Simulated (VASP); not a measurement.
A run of VASP 6.6.1 is set up as follows.

File INCAR:

```
SYSTEM = BAs
PREC = Accurate ; ENCUT = 500
EDIFF = 1E-8 ; ISMEAR = 0
SIGMA = 0.01 ; LREAL = .False.
LASPH = .True. ; NELM = 120
ALGO = Normal ; ISIF = 2
LWAVE = .False. ; LCHARG = .False.
GGA = PS ; NBANDS = 11
IBRION = 8 ; NSW = 1
GGA_COMPAT = .False.
```

File KPOINTS:

```
regular mesh
0
Gamma
  4 4 4
  0 0 0
```

POSCAR

```
BAs
1.0
    0.0000000000      2.3873634719      2.3873634719
    2.3873634719      0.0000000000      2.3873634719
    2.3873634719      2.3873634719      0.0000000000
B As
1 1
Direct
    0.0000000000      0.0000000000      0.0000000000
    0.2500000000      0.2500000000      0.2500000000
```

Potentials or basis: VASP PAW PBE potentials, release 64 (B, As).

Run with:

```console
$ cat potpaw_PBE.64/B/POTCAR potpaw_PBE.64/As/POTCAR > POTCAR
$ mpirun -np 1 vasp_std > vasp.out
```

What does it give for the highest phonon frequency at Γ, LO-TO splitting left out?

708 cm⁻¹.

Phonon frequencies in cm⁻¹ (negative: imaginary):
```tsv
q point	frequencies
(0.000, 0.000, 0.000)	0 0 0 708 708 708
```

Caveat: the k points lie up to 0.57 Å⁻¹ apart.
